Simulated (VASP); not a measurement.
# CaSe (F-43m) in VASP: further runs

Aim: see how the results for CaSe move with the level of theory and the settings. Levels: RPBE, r2SCAN. Tasks: single point.

Program: VASP 6.6.1. These are calculated values, not measurements. Logs are shortened: lines on timing, memory, paths and dates and some standing lists are left out, and cuts for length are marked.

### 1 The cell of the first run

The structure is cubic, space group F-43m (No. 216). The conventional cell has a = 6.559 Å, b = 6.559 Å, c = 6.559 Å, α = 90.00°, β = 90.00°, γ = 90.00°. Ca (site symmetry -43m) has 4 Se at 2.84 Å within 3.7 Å. Within 3.7 Å of Se (site symmetry -43m) lie 4 Ca at 2.84 Å.

### 2 Single point, RPBE

INCAR reads:

```
SYSTEM = CaSe
PREC = Accurate
ENCUT = 520
EDIFF = 1E-6
ISMEAR = 0
SIGMA = 0.05
LREAL = .False.
LASPH = .True.
NELM = 100
ALGO = Normal
ISIF = 2
LWAVE = .False.
LCHARG = .False.
GGA = RP
NBANDS = 15
```

KPOINTS reads:

```
regular mesh
0
Gamma
  6 6 6
  0 0 0
```

POSCAR reads:

```
CaSe
1.0
    0.0000000000      3.2795060436      3.2795060436
    3.2795060436      0.0000000000      3.2795060436
    3.2795060436      3.2795060436      0.0000000000
Ca Se
1 1
Direct
    0.0000000000      0.0000000000      0.0000000000
    0.2500000000      0.2500000000      0.2500000000
```

Potentials or basis: VASP PAW PBE potentials, release 64 (Ca_sv, Se).

Run with:

```
> cat potpaw_PBE.64/Ca_sv/POTCAR potpaw_PBE.64/Se/POTCAR > POTCAR
> mpirun -np 1 vasp_std > vasp.out
```

OUTCAR:

```text
SYSTEM = CaSe
   PREC = Accurate
   ENCUT = 520
   EDIFF = 1E-6
   ISMEAR = 0
   LREAL = .False.
   LASPH = .True.
   NELM = 100
   ISIF = 2
   GGA = RP

 ion  position               nearest neighbor table
   1  0.000  0.000  0.000-   2 2.84   2 2.84   2 2.84   2 2.84
   2  0.250  0.250  0.250-   1 2.84   1 2.84   1 2.84   1 2.84

  LATTYP: Found a face centered cubic cell.
 ALAT       =     6.5590120872

  Lattice vectors:

 A1 = (   0.0000000000,   3.2795060436,   3.2795060436)
 A2 = (   3.2795060436,   0.0000000000,   3.2795060436)
 A3 = (   3.2795060436,   3.2795060436,   0.0000000000)

Analysis of symmetry for initial positions (statically):
=====================================================================
 Subroutine PRICEL returns:
 Original cell was already a primitive cell.

 Routine SETGRP: Setting up the symmetry group for a
 face centered cubic supercell.

 Subroutine GETGRP returns: Found 24 space group operations
 (whereof 24 operations were pure point group operations)
 out of a pool of 48 trial point group operations.

The static configuration has the point symmetry T_d .

Analysis of symmetry for dynamics (positions and initial velocities):
=====================================================================
 Subroutine PRICEL returns:
 Original cell was already a primitive cell.

 Routine SETGRP: Setting up the symmetry group for a
 face centered cubic supercell.

 Subroutine GETGRP returns: Found 24 space group operations
 (whereof 24 operations were pure point group operations)
 out of a pool of 48 trial point group operations.

The dynamic configuration has the point symmetry T_d .

 Subroutine INISYM returns: Found 24 space group operations
 (whereof 24 operations are pure point group operations),
 and found     1 'primitive' translations

----------------------------------------------------------------------------------------

                                     Primitive cell

  volume of cell :      70.5432

  direct lattice vectors                    reciprocal lattice vectors
     0.000000000  3.279506044  3.279506044    -0.152461985  0.152461985  0.152461985
     3.279506044  0.000000000  3.279506044     0.152461985 -0.152461985  0.152461985
     3.279506044  3.279506044  0.000000000     0.152461985  0.152461985 -0.152461985

  length of vectors
     4.637921925  4.637921925  4.637921925     0.264071904  0.264071904  0.264071904

  position of ions in fractional coordinates (direct lattice)
     0.000000000  0.000000000  0.000000000
     0.250000000  0.250000000  0.250000000

  ion indices of the primitive-cell ions
   primitive index   ion index
                 1           1
                 2           2

----------------------------------------------------------------------------------------

 KPOINTS: regular mesh

Automatic generation of k-mesh.
 Grid dimensions read from file:
 generate k-points for:    6    6    6

 Generating k-lattice:

  Cartesian coordinates                     Fractional coordinates (reciprocal lattice)
    -0.025410331  0.025410331  0.025410331     0.166666667  0.000000000  0.000000000
     0.025410331 -0.025410331  0.025410331     0.000000000  0.166666667  0.000000000
     0.025410331  0.025410331 -0.025410331     0.000000000  0.000000000  0.166666667

  Length of vectors
     0.044011984  0.044011984  0.044011984

  Shift w.r.t. Gamma in fractional coordinates (k-lattice)
     0.000000000  0.000000000  0.000000000

 Subroutine IBZKPT returns following result:
 ===========================================

 Found     16 irreducible k-points:

 Following reciprocal coordinates:
            Coordinates               Weight
  0.000000  0.000000  0.000000      1.000000
  0.166667  0.000000  0.000000      8.000000
  0.333333  0.000000  0.000000      8.000000
  0.500000  0.000000  0.000000      4.000000
  0.166667  0.166667  0.000000      6.000000
  0.333333  0.166667  0.000000     24.000000
[... 8 lines left out ...]
 -0.333333  0.333333  0.166667     24.000000
 -0.333333  0.500000  0.166667     12.000000
   k-points           NKPTS =     16   k-points in BZ     NKDIM =     16   number of bands    NBANDS=     15
   number of dos      NEDOS =    301   number of ions     NIONS =      2
   total plane-waves  NPLWV =  46656
   dimension x,y,z NGX =    36 NGY =   36 NGZ =   36
   dimension x,y,z NGXF=    72 NGYF=   72 NGZF=   72
   ions per type =               1   1
   NGX,Y,Z   is equivalent  to a cutoff of  12.90, 12.90, 12.90 a.u.
   NGXF,Y,Z  is equivalent  to a cutoff of  25.81, 25.81, 25.81 a.u.
 SYSTEM =  CaSe
   PREC   = accura    normal or accurate (medium, high low for compatibility)
   ISTART =      0    job   : 0-new  1-cont  2-samecut
   ICHARG =      2    charge: 1-file 2-atom 10-const
   ISPIN  =      1    spin polarized calculation?
   LNONCOLLINEAR =      F non collinear calculations
   LSORBIT =      F    spin-orbit coupling
   LASPH  =      T    aspherical Exc in radial PAW
   ENCUT  =  520.0 eV  38.22 Ry    6.18 a.u.   8.62  8.62  8.62*2*pi/ulx,y,z
   NELM   =    100;   NELMIN=  2; NELMDL= -5     # of ELM steps
   EDIFF  = 0.1E-05   stopping-criterion for ELM
   LREAL  =      F    real-space projection
   EDIFFG = 0.1E-04   stopping-criterion for IOM
   NSW    =      0    number of steps for IOM
   IBRION =     -1    ionic relax: 0-MD 1-quasi-New 2-CG
   NFREE  =      0    steps in history (QN), initial steepest desc. (CG)
   ISIF   =      2    stress and relaxation
   ISYM   =      2    0-nonsym 1-usesym 2-fastsym
   POTIM  = 0.5000    time-step for ionic-motion
   TEBEG  =    0.0;   TEEND  =   0.0 temperature during run
   PSTRESS=    0.0 pullay stress
   NELECT =      16.0000    total number of electrons
   NUPDOWN=      -1.0000    fix difference up-down
   EMIN   =  10.00;   EMAX   =-10.00  energy-range for DOS
   EFERMI =   0.00;   METHOD = LEGACY
   ISMEAR =     0;   SIGMA  =   0.05  broadening in eV -4-tet -1-fermi 0-gaus
   EFERMI_NEDOS =   21; number of points for ismear=-14 and -15
   IALGO  =     38    algorithm
   IMIX   =      4    mixing-type and parameters
     AMIX     =   0.40;   BMIX     =  1.00
     AMIX_MAG =   1.60;   BMIX_MAG =  1.00
  volume/ion in A,a.u.               =      35.27       238.02
  Fermi-wavevector in a.u.,A,eV,Ry     =   0.998381  1.886667 13.561811  0.996765
  Thomas-Fermi vector in A             =   2.130601
   LORBIT       =      0    0 simple, 1 ext, 2 COOP (PROOUT), +10 PAW based schemes
   GGA     = RP    functional components
   LHFCALC =     F    Hartree Fock is set to
   AEXX    =    0.0000 exact exchange contribution
   IVDW    =     0    specifies the selected vdW correction
   LEPSILON=     F    determine dielectric tensor
   LRPA    =     F    only Hartree local field effects (RPA)
 non-spin polarized calculation
 Gauss-broadening in eV      SIGMA  =   0.05
  energy-cutoff  :      520.00
  volume of cell :       70.54
 maximum number of plane-waves:      1917
 NGX is ok and might be reduce to    36
   NGX = 17   NGY = 17   NGZ = 17

 number of electron      16.0000003 magnetization

 Free energy of the ion-electron system (eV)
  ---------------------------------------------------
  ext. energy  EPLUGINS =         0.00000000
  ---------------------------------------------------
  free energy    TOTEN  =        -8.49108957 eV

  energy without entropy =       -8.49108957  energy(sigma->0) =       -8.49108957

 E-fermi :   0.1364     XC(G=0):  -7.3542

 val. band max:       -0.1735643931   @ k =  -0.3333   0.1667   0.0000
 cond. band min:       3.2853916452   @ k =   0.0000   0.0000   0.0000
 fundamental gap:      3.4589560383
 Fermi energy:         0.1364384469

 k-point     1 :       0.0000    0.0000    0.0000
  band No.  band energies     occupation
      1     -39.3529      2.00000
      2     -20.3104      2.00000
      3     -20.3104      2.00000
      4     -20.3104      2.00000
      5     -10.4565      2.00000
      6      -0.2652      2.00000
      7      -0.2652      2.00000
      8      -0.2652      2.00000
      9       3.2854      0.00000
     10       5.2830      0.00000
     11       5.2830      0.00000
     12       7.2799      0.00000
     13       7.2799      0.00000
     14       7.2799      0.00000
     15       9.0530      0.00000

 k-point     2 :       0.1667    0.0000    0.0000
  band No.  band energies     occupation
      1     -39.3524      2.00000
      2     -20.3214      2.00000
      3     -20.3117      2.00000
      4     -20.3117      2.00000
      5     -10.3933      2.00000
      6      -0.6417      2.00000
      7      -0.2419      2.00000
      8      -0.2419      2.00000
      9       4.0244      0.00000
     10       5.1724      0.00000
     11       5.1724      0.00000
     12       6.8276      0.00000
     13       7.2568      0.00000
     14       7.2568      0.00000
     15       8.3974      0.00000

 k-point     3 :       0.3333    0.0000    0.0000
  band No.  band energies     occupation
      1     -39.3516      2.00000
      2     -20.3431      2.00000
      3     -20.3144      2.00000
      4     -20.3144      2.00000
      5     -10.2656      2.00000
      6      -1.1501      2.00000
      7      -0.2021      2.00000
      8      -0.2021      2.00000
      9       5.0217      0.00000
     10       5.1990      0.00000
     11       5.1990      0.00000
     12       6.0677      0.00000
     13       6.7517      0.00000
     14       6.7517      0.00000
     15       8.1646      0.00000

 k-point     4 :       0.5000    0.0000    0.0000
  band No.  band energies     occupation
      1     -39.3511      2.00000
      2     -20.3539      2.00000
      3     -20.3158      2.00000
      4     -20.3158      2.00000
      5     -10.2010      2.00000
      6      -1.3387      2.00000
      7      -0.1858      2.00000
      8      -0.1858      2.00000
      9       5.0591      0.00000
     10       5.4139      0.00000
     11       5.4139      0.00000
     12       5.8548      0.00000
     13       6.2691      0.00000
     14       6.2691      0.00000
     15       8.8805      0.00000
[... 163 lines left out ...]
 k-point    14 :       0.5000    0.3333    0.1667
  band No.  band energies     occupation
      1     -39.3510      2.00000
      2     -20.3469      2.00000
      3     -20.3244      2.00000
      4     -20.3186      2.00000
      5     -10.1817      2.00000
      6      -1.1085      2.00000
      7      -0.4800      2.00000
      8      -0.2057      2.00000
      9       4.2011      0.00000
     10       5.0275      0.00000
     11       5.6748      0.00000
     12       6.3787      0.00000
     13       6.7376      0.00000
     14       7.0492      0.00000
     15       8.7635      0.00000

 k-point    15 :      -0.3333    0.3333    0.1667
  band No.  band energies     occupation
      1     -39.3507      2.00000
      2     -20.3504      2.00000
      3     -20.3280      2.00000
      4     -20.3205      2.00000
      5     -10.1393      2.00000
      6      -1.0014      2.00000
      7      -0.7009      2.00000
      8      -0.2135      2.00000
      9       4.0275      0.00000
     10       4.9614      0.00000
     11       5.5967      0.00000
     12       6.3672      0.00000
     13       6.6323      0.00000
     14       7.6974      0.00000
     15       8.9506      0.00000

 k-point    16 :      -0.3333    0.5000    0.1667
  band No.  band energies     occupation
      1     -39.3506      2.00000
      2     -20.3525      2.00000
      3     -20.3274      2.00000
      4     -20.3234      2.00000
      5     -10.1185      2.00000
      6      -1.1217      2.00000
      7      -0.5443      2.00000
      8      -0.2458      2.00000
      9       3.7103      0.00000
     10       4.9090      0.00000
     11       5.8209      0.00000
     12       6.0952      0.00000
     13       6.5789      0.00000
     14       8.2492      0.00000
     15       9.1312      0.00000

------------------------ aborting loop because EDIFF is reached ----------------------------------------

  FORCE on cell =-STRESS in cart. coord.  units (eV):
  Direction    XX          YY          ZZ          XY          YZ          ZX
  --------------------------------------------------------------------------------------
  -------------------------------------------------------------------------------------
  Total        0.8184482      0.8184482      0.8184482      0.0000000      0.0000000     -0.0000000
  in kB       18.5885910     18.5885910     18.5885910      0.0000000      0.0000000     -0.0000000
  external PRESSURE =      18.5885910 kB  Pullay stress =       0.0000000 kB

 VOLUME and BASIS-vectors are now :
 -----------------------------------------------------------------------------
  energy-cutoff  :      520.00
  volume of cell :       70.54
      direct lattice vectors                 reciprocal lattice vectors
     0.000000000  3.279506044  3.279506044    -0.152461985  0.152461985  0.152461985
     3.279506044  0.000000000  3.279506044     0.152461985 -0.152461985  0.152461985
     3.279506044  3.279506044  0.000000000     0.152461985  0.152461985 -0.152461985

 POSITION                                       TOTAL-FORCE (eV/Angst)
 -----------------------------------------------------------------------------------
      0.00000      0.00000      0.00000         0.000000     -0.000000     -0.000000
      1.63975      1.63975      1.63975        -0.000000      0.000000      0.000000
 -----------------------------------------------------------------------------------
    total drift:                                0.000000      0.000000      0.000000

  FREE ENERGIE OF THE ION-ELECTRON SYSTEM (eV)
  ---------------------------------------------------
  free  energy   TOTEN  =        -8.4910895728 eV

  energy  without entropy=       -8.4910895728  energy(sigma->0) =       -8.49108957
```

Run time: 19 s. Hardware: 1 thread of Intel Xeon Platinum 8124M at 3.00GHz (Skylake/Cascade Lake), shared host; peak memory 0.21 GiB.

Results:

| Property | Result |
| --- | --- |
| Free energy | -8.4911 eV |
| Pressure | 1.9 GPa |
| Band gap on the k mesh | 3.46 eV, indirect (least direct gap 3.55 eV) |

Caveat: the PAW data sets were made with another functional, which shifts forces and pressure a little.

(Part 1 of 2 ends here.)
